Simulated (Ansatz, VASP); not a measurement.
**HgSb3: VASP beside Ansatz**

```
Hg Sb
1.0
    -2.67208    2.67208    3.77879
     2.67208   -2.67208    3.77879
     2.67208    2.67208   -3.77879
Hg Sb
1 3
Cartesian
  0.0000 0.0000 0.0000
  0.0000 0.0000 3.7788
  2.6721 0.0000 1.8894
  0.0000 2.6721 1.8894
```

Alike in both runs: functional PBE; k mesh 14 × 14 × 14; occupations gaussian, width 0.1 eV; no spin polarisation.

Ansatz relaxed the structure, and its values are those at the end. VASP's run is a single point on that final structure, the one shown.

|  | VASP | Ansatz |
| --- | --- | --- |
| version | VASP 6.6.1 | Ansatz 0.2.0 |
| potentials or method | VASP PAW PBE potentials, release 64 (Hg, Sb), cutoff 520 eV | scalar-relativistic, plane waves, PAW |
| valence electrons in the cell | 27 | 65 |

```csv
,VASP,Ansatz,Ansatz less VASP
gap on the k mesh at the Fermi level (eV),none,none,-
pressure (GPa),-0.1,0.0,+0.08
```

A gap of «none» marks a metal or a gap that the smearing closes. The functional is the same, so the differences come from potentials, cutoffs and numerics. VASP's potentials hold 27 valence electrons a cell and Ansatz's 65, so a difference there can come from the potentials and not from the codes.

Spin-orbit coupling is off throughout.
